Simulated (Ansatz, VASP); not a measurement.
**Two plane-wave programs on BP**

```xyz
2
Lattice="0.0000 2.2827 2.2530 2.2827 0.0000 2.2530 2.2827 2.2827 0.0000" Properties=species:S:1:pos:R:3 pbc="T T T"
B     0.0000    0.0000    0.0000
P     1.1414    1.1414    1.1265
```

Change from the starting cell: strained cell.

Alike in both runs: functional PBEsol; k mesh 8 × 8 × 8; occupations gaussian, width 0.02 eV; no spin polarisation.

Ansatz relaxed the structure, and its values are those at the end. VASP's run is a single point on that final structure, the one shown.

```csv
,VASP,Ansatz
version,VASP 6.6.1,Ansatz 0.2.0
potentials or method,"VASP PAW PBE potentials, release 64 (B, P), cutoff 500 eV","scalar-relativistic, plane waves, PAW"
valence electrons in the cell,8,8
```

Ansatz gave:

```
gap on the k mesh at the Fermi level (eV) : 0.98
least direct gap on the mesh (eV)         : 3.22
pressure (GPa)                            : -2.8
```

Problem. Which values does VASP return?

Solution. gap on the k mesh at the Fermi level (eV): 0.97; least direct gap on the mesh (eV): 3.22; pressure (GPa): -2.6.

VASP's potentials were made for PBE, not for PBEsol, and Ansatz warns of the same on its side. With one functional, cell and mesh, what is left measures potentials, basis and numerics. Ansatz's warnings: stress scf threshold loose.
